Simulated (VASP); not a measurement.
Set up this calculation in VASP 6.6.1, as the native input.

```
Task                   : single point
Functional             : PBE
Potentials or basis    : VASP PAW PBE potentials, release 64 (Pb_d, Se)
Cutoff                 : 500 eV
k mesh                 : 8 × 8 × 8
Occupations            : fermi-dirac, width 0.02 eV
Spin                   : no spin polarisation
Dipole correction      : no
Further INCAR settings : ALGO = Normal; EDIFF = 1e-06; NBANDS = 17
```

The structure of PbSe lies in POSCAR:

```
PbSe
1.0
    0.0000000000      3.2122503079      3.0630789579
    3.2122503079      0.0000000000      3.0630789579
    3.2122503079      3.2122503079      0.0000000000
Pb Se
1 1
Direct
    0.0000000000      0.0000000000      0.0000000000
    0.5000000000      0.5000000000      0.5000000000
```

This cell differs from its parent crystal: epitaxial xy strain +4.0%.

These files were run (other wordings do the same):

INCAR

```
SYSTEM = PbSe
PREC     = Accurate       ! precision mode
ENCUT    = 500            ! plane-wave cutoff, eV
EDIFF    = 1E-6           ! SCF threshold, eV
ISMEAR   = -1             ! smearing method
SIGMA    = 0.02           ! smearing width, eV
LREAL    = .FALSE.        ! projectors in reciprocal space
LASPH    = .TRUE.         ! aspherical terms in the spheres
NELM     = 120            ! most SCF steps
ALGO     = Normal         ! electronic algorithm
ISIF     = 2              ! what is computed and relaxed
LWAVE    = .FALSE.        ! write WAVECAR
LCHARG   = .FALSE.        ! write CHGCAR
GGA      = PE             ! functional
NBANDS   = 17             ! bands
GGA_COMPAT= .FALSE.
```

KPOINTS

```
regular mesh
0
G
  8 8 8
  0 0 0
```

Potentials or basis: VASP PAW PBE potentials, release 64 (Pb_d, Se).

The run is started by

```bash
$ cat potpaw_PBE.64/Pb_d/POTCAR potpaw_PBE.64/Se/POTCAR > POTCAR
$ mpirun -np 1 vasp_std > vasp.out
```

It gave:

- Pressure: -1.9 GPa
- Band gap on the k mesh: 0.52 eV, direct

Caveat: the cell differs from its parent crystal (epitaxial xy strain +4.0%); spin-orbit coupling is left out, which moves the levels of the heavy elements.

Run time: 21 s on 1 thread of Intel(R) Xeon(R) 6975P-C (Granite Rapids), on a shared host, peak memory 0.22 GiB.
